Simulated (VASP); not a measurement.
TlCuI3:

```
CELL_PARAMETERS angstrom
5.47504 0.00000 0.00000
0.00000 5.47504 0.00000
0.00000 0.00000 5.47504
ATOMIC_POSITIONS crystal
Tl 0.50000 0.50000 0.50000
Cu 0.00000 0.00000 0.00000
I 0.50000 0.00000 0.00000
I 0.00000 0.50000 0.00000
I 0.00000 0.00000 0.50000
```

| Quantity | Value |
| --- | --- |
| Program | VASP 6.6.1 |
| Task | relaxation of cell and atoms |
| Functional | PBE |
| Potentials or basis | VASP PAW PBE potentials, release 64 (Tl_d, Cu, I) |
| Cutoff | 600 eV |
| k mesh | 8 × 8 × 8 |
| Occupations | gaussian, width 0.1 eV |
| Spin | no spin polarisation |

At the start: pressure 1.1 GPa; volume 32.82 Å³/atom.

Q: How do energy, volume and symmetry change on relaxing?

A: Over 3 steps the energy falls by 4.4 meV/atom and the volume is 34.19 Å³/atom (+4.2 %); space group Pm-3m (No. 221, to 0.1 Å) before and after.

Step by step:
| step | energy change (eV) | largest force (eV/Å) | pressure (GPa) | volume (Å³) |
| --- | --- | --- | --- | --- |
| 1 | 0.0000 | 0.0000 | 1.13 | 164.12 |
| 2 | -0.0216 | 0.0000 | 0.17 | 169.66 |
| 3 | -0.0222 | 0.0000 | -0.02 | 170.94 |

Final structure:
```cif
data_structure
_symmetry_space_group_name_H-M 'P 1'
_symmetry_Int_Tables_number 1
_cell_length_a 5.5499
_cell_length_b 5.5499
_cell_length_c 5.5499
_cell_angle_alpha 90.000
_cell_angle_beta 90.000
_cell_angle_gamma 90.000
_cell_volume 170.94
loop_
_atom_site_label
_atom_site_type_symbol
_atom_site_fract_x
_atom_site_fract_y
_atom_site_fract_z
_atom_site_occupancy
Tl1 Tl 0.50000 0.50000 0.50000 1
Cu1 Cu 0.00000 0.00000 0.00000 1
I1 I 0.50000 0.00000 0.00000 1
I2 I 0.00000 0.50000 0.00000 1
I3 I 0.00000 0.00000 0.50000 1
```

Caveat: an odd number of electrons without spin polarisation forces a metal; a magnetic or distorted state may lie lower.
